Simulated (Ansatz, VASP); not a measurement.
Two plane-wave programs on TiO2

File INCAR:

```
SYSTEM = TiO2
PREC     = Accurate       ! precision mode
ENCUT    = 520            ! plane-wave cutoff, eV
EDIFF    = 1E-6           ! SCF threshold, eV
ISMEAR   = 0              ! smearing method
SIGMA    = 0.05           ! smearing width, eV
LREAL    = .False.        ! projectors in reciprocal space
LASPH    = .True.         ! aspherical terms in the spheres
NELM     = 150            ! most SCF steps
ALGO     = Normal         ! electronic algorithm
ISIF     = 2              ! what is computed and relaxed
LWAVE    = .False.        ! write WAVECAR
LCHARG   = .False.        ! write CHGCAR
LMAXMIX  = 4              ! l up to which the mixer works
LDAU     = .True.         ! DFT+U
LDAUTYPE = 2            
LDAUL    = 2 -1           ! shell
LDAUU    = 4 0            ! U, eV
LDAUJ    = 0 0          
LDAUPRINT= 1            
GGA      = PE             ! functional
NBANDS   = 33             ! bands
```

KPOINTS

```
Automatic mesh
0
Gamma
  8 8 8
  0 0 0
```

POSCAR

```
TiO2
1.0
   -1.9089353641      1.9089353641      5.5297142583
    1.9089353641     -1.9089353641      5.5297142583
    1.9089353641      1.9089353641     -5.5297142583
Ti O
2 4
Direct
    0.0000000000      0.0000000000      0.0000000000
    0.7500000000      0.2500000000      0.5000000000
    0.2052765759      0.2052765759      0.0000000000
    0.9552765759      0.4552765759      0.5000000000
    0.5447234241      0.0447234241      0.5000000000
    0.7947234241      0.7947234241      0.0000000000
```

Input for Ansatz:

```yaml
crystal:
  lattice:
    - [-1.9089353641, 1.9089353641, 5.5297142583]
    - [1.9089353641, -1.9089353641, 5.5297142583]
    - [1.9089353641, 1.9089353641, -5.5297142583]
  atoms:
    - { symbol: Ti, position: [0.0, 0.0, 0.0] }
    - { symbol: Ti, position: [0.75, 0.25, 0.5] }
    - { symbol: O, position: [0.2052765759, 0.2052765759, 0.0] }
    - { symbol: O, position: [0.9552765759, 0.4552765759, 0.5] }
    - { symbol: O, position: [0.5447234241, 0.0447234241, 0.5] }
    - { symbol: O, position: [0.7947234241, 0.7947234241, 0.0] }
basis:
  ecutwfc: 420
kpoints:
  mp_grid: { grid: [8, 8, 8] }
hamiltonian:
  xc: pbe
  hubbard: { sites: [{ species: Ti, l: d, u_eff: 4.0 }] }
scf:
  occupations: { method: gaussian, width: 0.05 }
output:
  forces: true
  stress: true
  eigenvalues: true
```

Change from the starting cell: strain +0.1312 x Voigt [0, 0, 1, 0, 0, 0], atoms carried along.

Alike in both runs: task single point; functional PBE; k mesh 8 × 8 × 8; occupations gaussian, width 0.05 eV; no spin polarisation; Hubbard terms Ti d U = 4.0 eV.

```csv
,VASP,Ansatz
version,VASP 6.6.1,Ansatz 0.2.0
potentials or method,"VASP PAW PBE potentials, release 64 (Ti_sv, O), cutoff 520 eV","scalar-relativistic, plane waves, PAW"
valence electrons in the cell,48,48
```

|  | VASP | Ansatz | Ansatz less VASP |
| --- | --- | --- | --- |
| gap on the k mesh at the Fermi level (eV) | 2.38 | 2.27 | -0.104 |
| least direct gap on the mesh (eV) | 2.66 | 2.62 | -0.041 |
| pressure (GPa) | -13.8 | -16.6 | -2.86 |
| traceless stress, the component that is largest in VASP (GPa) | -8.43 | -6.55 | +1.876 |
| rms of the force components (eV/Å) | 0.386 | 0.384 | -0.0021 |

The programs project onto different local orbitals, so the same U acts differently, and such runs can settle in different states. Atom by atom the forces differ by 0.002 eV/Å (rms over components).
